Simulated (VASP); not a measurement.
The system is Sr.

```
Sr
1.0
     0.00000    3.04235    3.04235
     3.04235    0.00000    3.04235
     3.04235    3.04235    0.00000
Sr
1
Direct
  0.00000 0.00000 0.00000
```

```yaml
Program: VASP 6.6.1
Task: relaxation of volume and atoms at fixed shape
Functional: LDA
Potentials_or_basis: VASP PAW LDA potentials, release 64 (Sr_sv)
Cutoff: 600 eV
k_mesh: 13 × 13 × 13
Occupations: fermi-dirac, width 0.05 eV
Spin: no spin polarisation
```

At the start: pressure -1.6 GPa; volume 56.32 Å³/atom.

How do energy, volume and symmetry change on relaxing?

Over 4 steps the energy falls by 42.6 meV/atom and the volume is 48.49 Å³/atom (-13.9 %); space group Fm-3m (No. 225, to 0.05 Å).

The path:
```
step  energy change (eV)  largest force (eV/Å)  pressure (GPa)  volume (Å³)
   1              0.0000                0.0000           -1.59        56.32
   2             -0.0339                0.0000           -0.82        51.89
   3             -0.0426                0.0000           -0.09        48.85
   4             -0.0426                0.0000            0.03        48.49
```

Final structure:
```cif
data_structure
_symmetry_space_group_name_H-M 'P 1'
_symmetry_Int_Tables_number 1
_cell_length_a 4.0931
_cell_length_b 4.0931
_cell_length_c 4.0931
_cell_angle_alpha 60.000
_cell_angle_beta 60.000
_cell_angle_gamma 60.000
_cell_volume 48.49
loop_
_atom_site_label
_atom_site_type_symbol
_atom_site_fract_x
_atom_site_fract_y
_atom_site_fract_z
_atom_site_occupancy
Sr1 Sr 0.00000 0.00000 0.00000 1
```

Caveat: the volume moved by -14 % from the deposited cell, more than functionals usually miss.
